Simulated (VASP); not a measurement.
# Ni in VASP: notebook, part 2 of 2

VASP 6.6.1.

## (3) Single point, PBE, collinear spin, ferromagnetic start

This run uses another cell than the first one, of 10.64 Å³/atom, 1.022 times its volume.

INCAR

```
  ALGO = Normal
  EDIFF = 1E-6
  ENCUT = 520
  GGA = PE
  ISIF = 2
  ISMEAR = -1
  ISPIN = 2
  LASPH = True
  LCHARG = True
  LELF = True
  LMAXMIX = 4
  LORBIT = 11
  LREAL = False
  LVHAR = True
  LWAVE = False
  MAGMOM = 1 1
  NBANDS = 21
  NELM = 150
  PREC = Accurate
  SIGMA = 0.05
```

KPOINTS

```
k-points
0
Gamma
  8 9 5
```

POSCAR

```
Ni
1.0
   -1.2330828814      1.2342268941      1.7539003178
    1.2375404771     -1.2363667478      1.7397653255
    2.4644106198      2.4644665941     -0.0016337404
Ni
2
Direct
   -0.0000001334      1.0000000543     -0.0000007441
    0.5000001334      0.4999999457      0.5000007441
```

Potentials or basis: VASP PAW PBE potentials, release 64 (Ni).

The run is started by

```sh
$ cat potpaw_PBE.64/Ni/POTCAR > POTCAR
$ mpirun -np 1 vasp_std > vasp.out
```

OUTCAR:

```text
EDIFF = 1E-6
   ENCUT = 520
   GGA = PE
   ISIF = 2
   ISMEAR = -1
   ISPIN = 2
   LASPH = True
   LORBIT = 11
   LREAL = False
   NELM = 150
   PREC = Accurate

 ion  position               nearest neighbor table
   1  1.000  0.000  1.000-   2 2.47   2 2.47   2 2.47   2 2.47   2 2.47   2 2.47   2 2.47   2 2.47

   2  0.500  0.500  0.500-   1 2.47   1 2.47   1 2.47   1 2.47   1 2.47   1 2.47   1 2.47   1 2.47

  Warning from LATTYP: Monoclinic adjustment (A1->A3, A2->A1, A3->A2)!
  LATTYP: Found a simple monoclinic cell.
 ALAT       =     2.4671628555
 B/A-ratio  =     1.4126521389
[... 1409 lines left out ...]

 VOLUME and BASIS-vectors are now :
 -----------------------------------------------------------------------------
  energy-cutoff  :      520.00
  volume of cell :       21.27
      direct lattice vectors                 reciprocal lattice vectors
    -1.233082881  1.234226894  1.753900318    -0.201466687  0.201652112  0.286612878
     1.237540477 -1.236366748  1.739765326     0.203294054 -0.203099943  0.285848531
     2.464410620  2.464466594 -0.001633740     0.202884313  0.202887524 -0.000134594

 POSITION                                       TOTAL-FORCE (eV/Angst)
 -----------------------------------------------------------------------------------
      1.23133      3.69869      1.75227         0.000000      0.000000     -0.000000
      1.23444      1.23117      1.74602         0.000000      0.000000      0.000000
 -----------------------------------------------------------------------------------
    total drift:                                0.000000      0.000000      0.000000

  FREE ENERGIE OF THE ION-ELECTRON SYSTEM (eV)
  ---------------------------------------------------
  free  energy   TOTEN  =       -10.9521710049 eV

  energy  without entropy=      -10.9255606544  energy(sigma->0) =      -10.93886583

 total charge

# of ion       s       p       d       tot
------------------------------------------
    1        0.507   0.518   8.326   9.351
    2        0.507   0.518   8.326   9.351
--------------------------------------------------
tot          1.015   1.035  16.653  18.703

 magnetization (x)

# of ion       s       p       d       tot
------------------------------------------
    1       -0.007  -0.026   0.656   0.624
    2       -0.007  -0.026   0.656   0.624
--------------------------------------------------
tot         -0.013  -0.051   1.313   1.248
```

OSZICAR:

```text
N       E                     dE             d eps       ncg     rms          rms(c)
DAV:   1     0.970451796658E+02    0.97045E+02   -0.88226E+03 10180   0.136E+03
DAV:   2    -0.712891274338E+01   -0.10417E+03   -0.95972E+02  9544   0.236E+02
DAV:   3    -0.129089192824E+02   -0.57800E+01   -0.55736E+01 10604   0.635E+01
DAV:   4    -0.129864121118E+02   -0.77493E-01   -0.77428E-01 10561   0.682E+00
DAV:   5    -0.129888397220E+02   -0.24276E-02   -0.24275E-02 10663   0.121E+00    0.143E+01
DAV:   6    -0.115773894147E+02    0.14115E+01   -0.73551E+00 11090   0.570E+01    0.828E+00
DAV:   7    -0.109880349330E+02    0.58935E+00   -0.14637E+00 10903   0.227E+01    0.275E+00
DAV:   8    -0.109584997011E+02    0.29535E-01   -0.12031E-02 13141   0.131E+00    0.137E+00
DAV:   9    -0.109534648447E+02    0.50349E-02   -0.62845E-04 14146   0.340E-01    0.401E-01
DAV:  10    -0.109521886061E+02    0.12762E-02   -0.13476E-04 15035   0.232E-01    0.442E-02
DAV:  11    -0.109521753075E+02    0.13299E-04   -0.26728E-05 11213   0.532E-02    0.242E-02
DAV:  12    -0.109521706078E+02    0.46997E-05   -0.24888E-06 11554   0.205E-02    0.156E-02
DAV:  13    -0.109521710049E+02   -0.39710E-06   -0.15482E-06  7533   0.123E-02
   1 F= -.10952171E+02 E0= -.10938866E+02  d E =-.266104E-01  mag=     1.2278
```

Run time: 59 s. Hardware: 1 thread of Intel Xeon Platinum 8488C (Sapphire Rapids), shared host; peak memory 0.18 GiB.

What came out:

* Free energy: -10.9522 eV
* Pressure: 4.8 GPa
* Net moment: 1.23 μB per cell
* Site moments: Ni +0.62 μB
* Valence electrons inside the program's atomic spheres: Ni 9.35

Caveat: the k points lie up to 0.36 Å⁻¹ apart.

## (4) Single point, PBE, collinear spin, ferromagnetic start

INCAR

```
SYSTEM = Ni
PREC = Accurate ; ENCUT = 590
EDIFF = 1E-6 ; ISMEAR = -1
SIGMA = 0.05 ; LREAL = .FALSE.
LASPH = .TRUE. ; NELM = 200
ALGO = Normal ; ISIF = 2
LWAVE = .FALSE. ; LCHARG = .FALSE.
ISPIN = 2 ; MAGMOM = 1 1
LORBIT = 11 ; LMAXMIX = 4
GGA = PE ; NBANDS = 29
GGA_COMPAT = .FALSE.
```

KPOINTS

```
regular mesh
0
G
  8 9 5
  0 0 0
```

POSCAR

```
Ni
1.0
   -1.2245314146      1.2256597348      1.7418331516
    1.2288380653     -1.2276638344      1.7275560048
    2.4462920277      2.4463458059     -0.0016231570
Ni
2
Direct
    0.0000000543      0.9999999501     -0.0000000682
    0.4999999457      0.5000000499      0.5000000682
```

Potentials or basis: VASP PAW PBE potentials, release 64 (Ni_sv_GW).

The run is started by

```sh
$ cat potpaw_PBE.64/Ni_sv_GW/POTCAR > POTCAR
$ mpirun -np 1 vasp_std > vasp.out
```

Wall time 3.2 min (1 thread of Intel Xeon Platinum 8175M at 2.50GHz (Skylake/Cascade Lake), shared host); peak memory 0.24 GiB.

The run converged. Its results:

```
Free energy                                           : -12.8253 eV
Pressure                                              : 5.8 GPa
Net moment                                            : 1.23 μB per cell
Site moments                                          : Ni +0.66 μB
Valence electrons inside the program's atomic spheres : Ni 16.40
```

Levels at points of the mesh, in eV from the Fermi level:
Spin up:
```tsv
k point	band 16	band 17	band 18	band 19	band 20	band 21	band 22	band 23
(0.00, 0.00, 0.00)	-1.29	-0.54	-0.46	-0.45	2.42	9.60	15.00	15.15
(0.50, 0.00, 0.00)	-1.77	-1.45	-1.45	1.00	1.00	11.82	11.82	13.26
```
Spin down:
```
           k point  band 14  band 15  band 16  band 17  band 18  band 19  band 20  band 21  band 22  band 23
(0.00, 0.00, 0.00)    -1.81    -0.72    -0.72     0.08     0.42     0.43     2.37     9.85    15.01    15.15
(0.50, 0.00, 0.00)    -2.44    -1.22    -1.22    -0.63    -0.63     1.58     1.58    12.03    12.03    13.38
```

Caveat: the k points lie up to 0.36 Å⁻¹ apart.

## (5) Summary

| potentials or basis | cell | cutoff (eV) | second run | gap on the mesh (eV) | pressure (GPa) | moment (μB) |
| --- | --- | --- | --- | --- | --- | --- |
| VASP PAW PBE potentials, release 64 (Ni) | a = 2.457, b = 2.450, c = 3.460 Å, 2 atoms | 520 | - | none | 9.8 | 1.21 |
| VASP PAW PBE potentials, release 64 (Ni) | a = 2.474, b = 2.467, c = 3.485 Å, 2 atoms | 520 | - | none | 4.8 | 1.23 |
| VASP PAW PBE potentials, release 64 (Ni_sv_GW) | a = 2.457, b = 2.450, c = 3.460 Å, 2 atoms | 590 | valence_matched | none | 5.8 | 1.23 |

Alike in all rows: task single point; level PBE; spin collinear, ferromagnetic start; k mesh 8 × 9 × 5; smearing fermi-dirac 0.05 eV.

Caveats: all runs use coarse meshes.

Absolute energies hang on the potentials; compare differences alone.
